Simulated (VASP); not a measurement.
Wanted: the native input for a VASP 6.6.1 run.

```
Task                   : electric field gradients
Functional             : PBE
Potentials or basis    : VASP PAW PBE potentials, release 64 (Zr_sv, C, O)
Cutoff                 : 520 eV
k mesh                 : 2 × 2 × 2
Occupations            : fermi-dirac, width 0.01 eV
Spin                   : no spin polarisation
Dipole correction      : no
Further INCAR settings : LREAL = Auto; ALGO = Normal; EDIFF = 1e-08; NBANDS = 162
```

The structure of ZrC15O32 (a cell with a defect) lies in POSCAR:

```
ZrC15O32
1.0
    8.4544255800      0.0000000000      0.0000000000
    0.0000000000      8.4544255800      0.0000000000
    0.0000000000      0.0000000000      9.3755431800
Zr C O
1 15 32
Direct
    0.2500000000      0.2500000000      0.2500000000
    0.2500000000      0.2500000000      0.7500000000
    0.2500000000      0.7500000000      0.2500000000
    0.2500000000      0.7500000000      0.7500000000
    0.7500000000      0.2500000000      0.2500000000
    0.7500000000      0.2500000000      0.7500000000
    0.7500000000      0.7500000000      0.2500000000
    0.7500000000      0.7500000000      0.7500000000
    0.0000000000      0.0000000000      0.0000000000
    0.0000000000      0.0000000000      0.5000000000
    0.0000000000      0.5000000000      0.0000000000
    0.0000000000      0.5000000000      0.5000000000
    0.5000000000      0.0000000000      0.0000000000
    0.5000000000      0.0000000000      0.5000000000
    0.5000000000      0.5000000000      0.0000000000
    0.5000000000      0.5000000000      0.5000000000
    0.1524134300      0.3475865700      0.2500000000
    0.1524134300      0.3475865700      0.7500000000
    0.1524134300      0.8475865700      0.2500000000
    0.1524134300      0.8475865700      0.7500000000
    0.6524134300      0.3475865700      0.2500000000
    0.6524134300      0.3475865700      0.7500000000
    0.6524134300      0.8475865700      0.2500000000
    0.6524134300      0.8475865700      0.7500000000
    0.3475865700      0.1524134300      0.2500000000
    0.3475865700      0.1524134300      0.7500000000
    0.3475865700      0.6524134300      0.2500000000
    0.3475865700      0.6524134300      0.7500000000
    0.8475865700      0.1524134300      0.2500000000
    0.8475865700      0.1524134300      0.7500000000
    0.8475865700      0.6524134300      0.2500000000
    0.8475865700      0.6524134300      0.7500000000
    0.0975865700      0.0975865700      0.0000000000
    0.0975865700      0.0975865700      0.5000000000
    0.0975865700      0.5975865700      0.0000000000
    0.0975865700      0.5975865700      0.5000000000
    0.5975865700      0.0975865700      0.0000000000
    0.5975865700      0.0975865700      0.5000000000
    0.5975865700      0.5975865700      0.0000000000
    0.5975865700      0.5975865700      0.5000000000
    0.4024134300      0.4024134300      0.0000000000
    0.4024134300      0.4024134300      0.5000000000
    0.4024134300      0.9024134300      0.0000000000
    0.4024134300      0.9024134300      0.5000000000
    0.9024134300      0.4024134300      0.0000000000
    0.9024134300      0.4024134300      0.5000000000
    0.9024134300      0.9024134300      0.0000000000
    0.9024134300      0.9024134300      0.5000000000
```

One way to write it, as run:

INCAR

```
PREC = Accurate
ENCUT = 520
EDIFF = 1E-8
ISMEAR = -1
SIGMA = 0.01
LREAL = Auto
LASPH = True
NELM = 100
ALGO = Normal
ISIF = 2
LWAVE = False
LCHARG = False
GGA = PE
LEFG = True
NBANDS = 162
```

KPOINTS

```
regular mesh
0
Gamma
  2 2 2
```

Potentials or basis: VASP PAW PBE potentials, release 64 (Zr_sv, C, O).

The run is started by

```sh
$ cat potpaw_PBE.64/Zr_sv/POTCAR potpaw_PBE.64/C/POTCAR potpaw_PBE.64/O/POTCAR > POTCAR
$ mpirun -np 1 vasp_std > vasp.out
```

It gave:

| Quantity | Value |
| --- | --- |
| Pressure | 22.8 GPa |
| Largest force | 99.577 eV/Å |
| Band gap on the k mesh | zero (filled and empty bands overlap) |
| Largest electric field gradient by atom | Zr +1735.2; C -49.7, -48.5, -49.8, -50.0, -49.5 (each value once); O +222.8, +67.6, +68.0, +68.2, +67.8, +70.5, +66.7 (each value once) V/Å² |

Caveat: the k points lie up to 0.37 Å⁻¹ apart; atoms lie so close that the PAW spheres overlap strongly, which falsifies energies and pressures; without QUAD_EFG the Cq values of the log hold for a quadrupole moment of 1 mb, not for the nuclei.

Wall time 13 min on 1 thread of AMD EPYC 9R45 96-Core Processor (Zen 5) (shared host), peak memory 0.81 GiB.
